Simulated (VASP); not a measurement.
# Y (P6_3/mmc) in VASP: further runs, part 3 of 3

VASP 6.6.1. The steps go on from the part before.

## (5) Single point, PBE

This run uses another cell than the first one, of 33.01 Å³/atom, 1.064 times its volume.

Input file INCAR:

```
SYSTEM = Y
PREC = Accurate ; ENCUT = 520
EDIFF = 1E-6 ; ISMEAR = -1
SIGMA = 0.05 ; LREAL = .False.
LASPH = .True. ; NELM = 80
ALGO = Fast ; ISIF = 2
LWAVE = .False. ; LCHARG = .False.
GGA = PE ; NBANDS = 18
```

Input file KPOINTS:

```
regular mesh
0
Gamma
  8 8 5
  0 0 0
```

Input file POSCAR:

```
Y
1.0
    3.6474000000      0.0000000000      0.0000000000
   -1.8237000000      3.1587410578      0.0000000000
    0.0000000000      0.0000000000      5.7306000000
Y
2
Direct
    0.6666666667      0.3333333333      0.7500000000
    0.3333333333      0.6666666667      0.2500000000
```

Potentials or basis: VASP PAW PBE potentials, release 64 (Y_sv).

On the command line:

```
$ cat potpaw_PBE.64/Y_sv/POTCAR > POTCAR
$ mpirun -np 1 vasp_std > vasp.out
```

OUTCAR:

```text
SYSTEM = Y
   PREC = Accurate
   ENCUT = 520
   EDIFF = 1E-6
   ISMEAR = -1
   LREAL = .False.
   LASPH = .True.
   NELM = 80
   ISIF = 2
   GGA = PE

 ion  position               nearest neighbor table
   1  0.667  0.333  0.750-   2 3.56   2 3.56   2 3.56   2 3.56   2 3.56   2 3.56
   2  0.333  0.667  0.250-   1 3.56   1 3.56   1 3.56   1 3.56   1 3.56   1 3.56

  LATTYP: Found a hexagonal cell.
 ALAT       =     3.6474000000
 C/A-ratio  =     1.5711465702

  Lattice vectors:

 A1 = (   3.6474000000,   0.0000000000,   0.0000000000)
 A2 = (  -1.8237000000,   3.1587410578,   0.0000000000)
 A3 = (   0.0000000000,   0.0000000000,   5.7306000000)

Analysis of symmetry for initial positions (statically):
=====================================================================
 Subroutine PRICEL returns:
 Original cell was already a primitive cell.

 Routine SETGRP: Setting up the symmetry group for a
 hexagonal supercell.

 Subroutine GETGRP returns: Found 24 space group operations
 (whereof 12 operations were pure point group operations)
 out of a pool of 24 trial point group operations.

The static configuration has the point symmetry D_3d.
 The point group associated with its full space group is D_6h.

Analysis of symmetry for dynamics (positions and initial velocities):
=====================================================================
 Subroutine PRICEL returns:
 Original cell was already a primitive cell.

 Routine SETGRP: Setting up the symmetry group for a
 hexagonal supercell.

 Subroutine GETGRP returns: Found 24 space group operations
 (whereof 12 operations were pure point group operations)
 out of a pool of 24 trial point group operations.

The dynamic configuration has the point symmetry D_3d.
 The point group associated with its full space group is D_6h.

 Subroutine INISYM returns: Found 24 space group operations
 (whereof 12 operations are pure point group operations),
 and found     1 'primitive' translations

----------------------------------------------------------------------------------------

                                     Primitive cell

  volume of cell :      66.0233

  direct lattice vectors                    reciprocal lattice vectors
     3.647400000  0.000000000  0.000000000     0.274167900  0.158290911  0.000000000
    -1.823700000  3.158741058  0.000000000     0.000000000  0.316581822  0.000000000
     0.000000000  0.000000000  5.730600000     0.000000000  0.000000000  0.174501797

  length of vectors
     3.647400000  3.647400000  5.730600000     0.316581822  0.316581822  0.174501797

  position of ions in fractional coordinates (direct lattice)
     0.666666667  0.333333333  0.750000000
     0.333333333  0.666666667  0.250000000

  ion indices of the primitive-cell ions
   primitive index   ion index
                 1           1
                 2           2

----------------------------------------------------------------------------------------

 KPOINTS: regular mesh

Automatic generation of k-mesh.
 Grid dimensions read from file:
 generate k-points for:    8    8    5

 Generating k-lattice:

  Cartesian coordinates                     Fractional coordinates (reciprocal lattice)
     0.034270988  0.019786364  0.000000000     0.125000000 -0.000000000  0.000000000
     0.000000000  0.039572728  0.000000000     0.000000000  0.125000000  0.000000000
     0.000000000  0.000000000  0.034900359     0.000000000  0.000000000  0.200000000

  Length of vectors
     0.039572728  0.039572728  0.034900359

  Shift w.r.t. Gamma in fractional coordinates (k-lattice)
     0.000000000  0.000000000  0.000000000

 Subroutine IBZKPT returns following result:
 ===========================================

 Found     30 irreducible k-points:

 Following reciprocal coordinates:
            Coordinates               Weight
  0.000000  0.000000  0.000000      1.000000
  0.125000  0.000000  0.000000      6.000000
  0.250000  0.000000  0.000000      6.000000
  0.375000 -0.000000  0.000000      6.000000
  0.500000  0.000000  0.000000      3.000000
  0.125000  0.125000  0.000000      6.000000
[... 16 lines left out ...]
  0.250000  0.000000  0.400000     12.000000
  0.375000 -0.000000  0.400000     12.000000
 [... further k-points ...]
   k-points           NKPTS =     30   k-points in BZ     NKDIM =     30   number of bands    NBANDS=     18
   number of dos      NEDOS =    301   number of ions     NIONS =      2
   total plane-waves  NPLWV =  37632
   dimension x,y,z NGX =    28 NGY =   28 NGZ =   48
   dimension x,y,z NGXF=    56 NGYF=   56 NGZF=   96
   ions per type =               2
   NGX,Y,Z   is equivalent  to a cutoff of  12.76, 12.76, 13.92 a.u.
   NGXF,Y,Z  is equivalent  to a cutoff of  25.52, 25.52, 27.85 a.u.
 SYSTEM =  Y
   PREC   = accura    normal or accurate (medium, high low for compatibility)
   ISTART =      0    job   : 0-new  1-cont  2-samecut
   ICHARG =      2    charge: 1-file 2-atom 10-const
   ISPIN  =      1    spin polarized calculation?
   LNONCOLLINEAR =      F non collinear calculations
   LSORBIT =      F    spin-orbit coupling
   LASPH  =      T    aspherical Exc in radial PAW
   ENCUT  =  520.0 eV  38.22 Ry    6.18 a.u.   6.78  6.78 10.66*2*pi/ulx,y,z
   NELM   =     80;   NELMIN=  2; NELMDL= -5     # of ELM steps
   EDIFF  = 0.1E-05   stopping-criterion for ELM
   LREAL  =      F    real-space projection
   EDIFFG = 0.1E-04   stopping-criterion for IOM
   NSW    =      0    number of steps for IOM
   IBRION =     -1    ionic relax: 0-MD 1-quasi-New 2-CG
   NFREE  =      0    steps in history (QN), initial steepest desc. (CG)
   ISIF   =      2    stress and relaxation
   ISYM   =      2    0-nonsym 1-usesym 2-fastsym
   POTIM  = 0.5000    time-step for ionic-motion
   TEBEG  =    0.0;   TEEND  =   0.0 temperature during run
   PSTRESS=    0.0 pullay stress
   NELECT =      22.0000    total number of electrons
   NUPDOWN=      -1.0000    fix difference up-down
   EMIN   =  10.00;   EMAX   =-10.00  energy-range for DOS
   EFERMI =   0.00;   METHOD = LEGACY
   ISMEAR =    -1;   SIGMA  =   0.05  broadening in eV -4-tet -1-fermi 0-gaus
   EFERMI_NEDOS =   21; number of points for ismear=-14 and -15
   IALGO  =     68    algorithm
   IMIX   =      4    mixing-type and parameters
     AMIX     =   0.40;   BMIX     =  1.00
     AMIX_MAG =   1.60;   BMIX_MAG =  1.00
  volume/ion in A,a.u.               =      33.01       222.77
  Fermi-wavevector in a.u.,A,eV,Ry     =   1.134967  2.144777 17.526345  1.288150
  Thomas-Fermi vector in A             =   2.271671
   LORBIT       =      0    0 simple, 1 ext, 2 COOP (PROOUT), +10 PAW based schemes
   GGA     = PE    functional components
   LHFCALC =     F    Hartree Fock is set to
   AEXX    =    0.0000 exact exchange contribution
   IVDW    =     0    specifies the selected vdW correction
   LEPSILON=     F    determine dielectric tensor
   LRPA    =     F    only Hartree local field effects (RPA)
 non-spin polarized calculation
 RMM-DIIS sequential band-by-band and
  energy-cutoff  :      520.00
  volume of cell :       66.02
 maximum number of plane-waves:      1791
 NGX is ok and might be reduce to    28
   NGX = 13   NGY = 13   NGZ = 21

 number of electron      22.0000001 magnetization

 Free energy of the ion-electron system (eV)
  ---------------------------------------------------
  ext. energy  EPLUGINS =         0.00000000
  ---------------------------------------------------
  free energy    TOTEN  =       -12.87285530 eV

  energy without entropy =      -12.83252569  energy(sigma->0) =      -12.85269049

 E-fermi :   2.9662     XC(G=0):  -9.4074

 val. band max:        2.9655726421   @ k =   0.2500   0.1250   0.0000
 cond. band min:       3.0071558583   @ k =   0.3750  -0.0000   0.0000
 fundamental gap:      0.0415832162
 Fermi energy:         2.9661746142

 k-point     1 :       0.0000    0.0000    0.0000
  band No.  band energies     occupation
      1     -39.7243      2.00000
      2     -39.6531      2.00000
      3     -19.9908      2.00000
      4     -19.5258      2.00000
      5     -19.5258      2.00000
      6     -19.4388      2.00000
[... 10 lines left out ...]
     17       5.7609      0.00000
     18       5.7609      0.00000
[... 463 lines left out ...]
 k-point    24 :       0.3750   -0.0000    0.4000
  band No.  band energies     occupation
      1     -39.6649      2.00000
      2     -39.6541      2.00000
      3     -19.9094      2.00000
      4     -19.8669      2.00000
      5     -19.5965      2.00000
      6     -19.5772      2.00000
[... 10 lines left out ...]
     17       7.4369      0.00000
     18       7.5783      0.00000

 [... further k-points ...]
[... 5 lines left out ...]
  --------------------------------------------------------------------------------------
  -------------------------------------------------------------------------------------
  Total       -0.0376539     -0.0376539     -0.2082147     -0.0000000      0.0000000      0.0000000
  in kB       -0.9137416     -0.9137416     -5.0527112     -0.0000000      0.0000000      0.0000000
  external PRESSURE =      -2.2933981 kB  Pullay stress =       0.0000000 kB

 VOLUME and BASIS-vectors are now :
 -----------------------------------------------------------------------------
  energy-cutoff  :      520.00
  volume of cell :       66.02
      direct lattice vectors                 reciprocal lattice vectors
     3.647400000  0.000000000  0.000000000     0.274167900  0.158290911  0.000000000
    -1.823700000  3.158741058  0.000000000     0.000000000  0.316581822  0.000000000
     0.000000000  0.000000000  5.730600000     0.000000000  0.000000000  0.174501797

 POSITION                                       TOTAL-FORCE (eV/Angst)
 -----------------------------------------------------------------------------------
      1.82370      1.05291      4.29795        -0.000000     -0.000000      0.000000
     -0.00000      2.10583      1.43265         0.000000      0.000000      0.000000
 -----------------------------------------------------------------------------------
    total drift:                               -0.000000      0.000000     -0.000000

  FREE ENERGIE OF THE ION-ELECTRON SYSTEM (eV)
  ---------------------------------------------------
  free  energy   TOTEN  =       -12.8728553002 eV

  energy  without entropy=      -12.8325256854  energy(sigma->0) =      -12.85269049
```

Wall time 100 s (1 thread of Intel Xeon Platinum 8259CL at 2.50GHz (Skylake/Cascade Lake), shared host); peak memory 0.21 GiB.

What came out:

```yaml
Free_energy: -12.8729 eV
Pressure: -0.2 GPa
Band_gap_on_the_k_mesh: zero (band 11 reaches 3.84 eV, above the bottom of band 12 at 2.53 eV)
```

Stress tensor (GPa, compression positive):
```
-0.09  0.00  0.00
 0.00 -0.09  0.00
 0.00  0.00 -0.51
```

Levels at points of the mesh, in eV from the Fermi level:
```
           k point  band 8  band 9  band 10  band 11  band 12  band 13  band 14  band 15
(0.00, 0.00, 0.00)  -22.37   -4.67    -1.84     0.87     1.76     1.76     2.05     2.36
(0.50, 0.00, 0.00)  -22.46   -1.66    -1.16    -0.80    -0.10     1.39     1.49     2.06
```

## (6) Overview

| cell | gap on the mesh (eV) | pressure (GPa) |
| --- | --- | --- |
| a = 3.573, b = 3.573, c = 5.614 Å, angles 90.0, 90.0, 120.0°, 2 atoms | none | 2.4 |
| a = 3.598, b = 3.598, c = 5.653 Å, angles 90.0, 90.0, 120.0°, 2 atoms | none | 1.5 |
| a = 3.623, b = 3.623, c = 5.692 Å, angles 90.0, 90.0, 120.0°, 2 atoms | none | 0.6 |
| a = 3.647, b = 3.647, c = 5.731 Å, angles 90.0, 90.0, 120.0°, 2 atoms | none | -0.2 |

Alike in all rows: task single point; level PBE; potentials or basis VASP PAW PBE potentials, release 64 (Y_sv); no spin polarisation; k mesh 8 × 8 × 5; cutoff (eV) 520; smearing fermi-dirac 0.05 eV.

Absolute energies hang on the potentials; compare differences alone.
